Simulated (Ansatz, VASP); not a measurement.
**NiSb: VASP beside Ansatz**

Contents of INCAR:

```
ALGO = Normal
EDIFF = 1E-6
ENCUT = 520
GGA = PS
ISIF = 2
ISMEAR = -1
ISPIN = 2
LASPH = True
LCHARG = True
LELF = True
LMAXMIX = 4
LORBIT = 11
LREAL = False
LVHAR = True
LWAVE = False
MAGMOM = 0 0 1 1
NBANDS = 27
NELM = 150
PREC = Accurate
SIGMA = 0.05
```

File KPOINTS:

```
k-points
0
Gamma
  8 8 5
```

POSCAR

```
NiSb
1.0
    3.9540140032      0.0000000000      0.0000000000
   -1.9770070016      3.4242765737      0.0000000000
    0.0000000000      0.0000000000      5.1539082729
Sb Ni
2 2
Direct
    0.6666666667      0.3333333333      0.7500000000
    0.3333333333      0.6666666667      0.2500000000
    0.0000000000      0.0000000000      0.5000000000
    0.0000000000      0.0000000000      0.0000000000
```

input.yaml

```yaml
crystal:
  lattice:
    - [3.9540140032, 0.0, 0.0]
    - [-1.9770070016, 3.4242765737, 0.0]
    - [0.0, 0.0, 5.1539082729]
  atoms:
    - { symbol: Sb, position: [0.6666666667, 0.3333333333, 0.75] }
    - { symbol: Sb, position: [0.3333333333, 0.6666666667, 0.25] }
    - { symbol: Ni, position: [0.0, 0.0, 0.5], spin: 1.0 }
    - { symbol: Ni, position: [0.0, 0.0, 0.0], spin: 1.0 }
kpoints:
  mp_grid: { grid: [8, 8, 5] }
scf:
  occupations: { method: fermi_dirac, width: 0.05 }
hamiltonian:
  xc: pbesol
  pseudopotentials: { kind: all_electron, lapw: { basis_error: 0.001 } }
magnetization:
  spin_polarized: true
output:
  forces: true
  stress: true
  eigenvalues: true
```

Change from the starting cell: volume scaled by 1.02.

Alike in both runs: task single point; functional PBEsol; k mesh 8 × 8 × 5; occupations fermi-dirac, width 0.05 eV; collinear spin.

```csv
,VASP,Ansatz
version,VASP 6.6.1,Ansatz 0.2.0
potentials or method,"VASP PAW PBE potentials, release 64 (Sb, Ni), cutoff 520 eV","all-electron LAPW, scalar-relativistic"
```

|  | VASP | Ansatz | Ansatz less VASP |
| --- | --- | --- | --- |
| gap on the k mesh at the Fermi level (eV) | none | none | - |
| pressure (GPa) | -4.1 | -4.3 | -0.14 |
| traceless stress, the component that is largest in VASP (GPa) | -0.44 | -0.54 | -0.095 |
| net moment per atom (μB) | 0.00 | 0.00 | 0.000 |

VASP's potentials were made for PBE, not for PBEsol. A gap of «none» marks a metal or a gap that the smearing closes. Ansatz ran all-electron here, and VASP with PAW potentials.

Neither program's run includes spin-orbit coupling.
